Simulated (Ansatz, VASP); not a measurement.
## One calculation of TiSi2, two programs

```
Ti Si
1.0
     4.24363    0.00000    0.00000
     0.00000    4.24363    0.00000
     0.00000    0.00000    6.00696
Ti Si
2 4
Direct
  0.00000 0.50000 0.78574
  0.50000 0.00000 0.78574
  0.00000 0.50000 0.15199
  0.50000 0.00000 0.15199
  0.00000 0.00000 0.13781
  0.50000 0.50000 0.77831
```

Alike in both runs: task relaxation of cell and atoms; functional PBE; k mesh 4 × 4 × 4; occupations gaussian, width 0.1 eV; no spin polarisation.

```csv
,VASP,Ansatz
version,VASP 6.6.1,Ansatz 0.2.0
potentials or method,"VASP PAW PBE potentials, release 64 (Ti_sv, Si), cutoff 600 eV","scalar-relativistic, plane waves, PAW"
valence electrons in the cell,40,40
```

```csv
,VASP,Ansatz,Ansatz less VASP
"gap on the k mesh at the Fermi level, each at its own relaxed structure (eV)",none,none,-
relaxed volume (Å³/atom),17.79,17.80,+0.013
relaxed cell length with the largest relative difference (Å),4.559,4.560,+0.0017
```

A gap of «none» marks a metal or a gap that the smearing closes.

The k mesh is coarse, so the values compare programs but aren't converged.
